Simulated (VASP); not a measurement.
Set up this calculation in VASP 6.6.1, as the native input.

- Task: single point
- Functional: PBE
- Potentials or basis: VASP PAW PBE potentials, release 64 (Co, Re)
- Cutoff: 520 eV
- k mesh: 6 × 6 × 6
- Occupations: gaussian, width 0.1 eV
- Spin: collinear spin, ferromagnetic start
- Starting moments: [3.0, 3.0, 3.0, 3.0, 0.0, 0.0] μB
- Dipole correction: no
- Further INCAR settings: ALGO = Normal; EDIFF = 1e-07; NBANDS = 38

The structure of Co2Re lies in POSCAR:

```
Co2Re
1.0
    0.0000000000      3.2622829837      3.2622829837
    3.2622829837      0.0000000000      3.2622829837
    3.2622829837      3.2622829837      0.0000000000
Co Re
4 2
Direct
    0.6250000000      0.6250000000      0.6250000000
    0.1250000000      0.6250000000      0.6250000000
    0.6250000000      0.6250000000      0.1250000000
    0.6250000000      0.1250000000      0.6250000000
    0.0000000000      0.0000000000      0.0000000000
    0.2500000000      0.2500000000      0.2500000000
```

These files were run (other wordings do the same):

INCAR

```
SYSTEM = Co2Re
  PREC = Accurate
  ENCUT = 520
  EDIFF = 1E-7
  ISMEAR = 0
  SIGMA = 0.1
  LREAL = .FALSE.
  LASPH = .TRUE.
  NELM = 150
  ALGO = Normal
  ISIF = 2
  LWAVE = .FALSE.
  LCHARG = .FALSE.
  ISPIN = 2
  MAGMOM = 3 3 3 3 0 0
  LORBIT = 11
  LMAXMIX = 4
  GGA = PE
  NBANDS = 38
```

KPOINTS

```
Automatic mesh
0
G
  6 6 6
  0 0 0
```

Potentials or basis: VASP PAW PBE potentials, release 64 (Co, Re).

Run with:

```bash
$ cat potpaw_PBE.64/Co/POTCAR potpaw_PBE.64/Re/POTCAR > POTCAR
$ mpirun -np 1 vasp_std > vasp.out
```

It gave:

- Pressure: 1.2 GPa
- Net moment: 2.05 μB per cell
- Site moments: Co +0.50; Re +0.01 μB
- Valence electrons inside the program's atomic spheres: Co 8.56; Re 5.83

It took 2.5 min on 1 thread of Intel(R) Xeon(R) Platinum 8259CL CPU @ 2.50GHz (Skylake/Cascade Lake), with other jobs on the host, peak memory 0.27 GiB.
